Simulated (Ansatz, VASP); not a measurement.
MgSe: VASP beside Ansatz

```xyz
2
Lattice="0.0000 2.7363 2.7363 2.7363 0.0000 2.7363 2.7363 2.7363 0.0000" Properties=species:S:1:pos:R:3 pbc="T T T"
Mg    0.0000    0.0000    0.0000
Se    2.7363    2.7363    2.7363
```

Alike in both runs: task single point; functional r2SCAN; k mesh 6 × 6 × 6; no spin polarisation.

|  | VASP | Ansatz |
| --- | --- | --- |
| version | VASP 6.6.1 | Ansatz 0.2.0 |
| potentials or method | VASP PAW PBE potentials, release 64 (Mg, Se) | plane waves, PAW |
| plane-wave cutoff (eV) | 660 | 500 |
| occupations | gaussian, width 0.01 eV | fixed |
| valence electrons in the cell | 8 | 26 |

Ansatz gave:

```
gap on the k mesh at the Fermi level (eV) : 2.48
pressure (GPa)                            : 0.0
```

Problem. Which values does VASP return?

Solution. gap on the k mesh at the Fermi level (eV): 2.44; pressure (GPa): -0.3.

VASP's potentials were made for PBE, not for r2SCAN. VASP's potentials hold 8 valence electrons a cell and Ansatz's 26, so a difference there can come from the potentials and not from the codes.
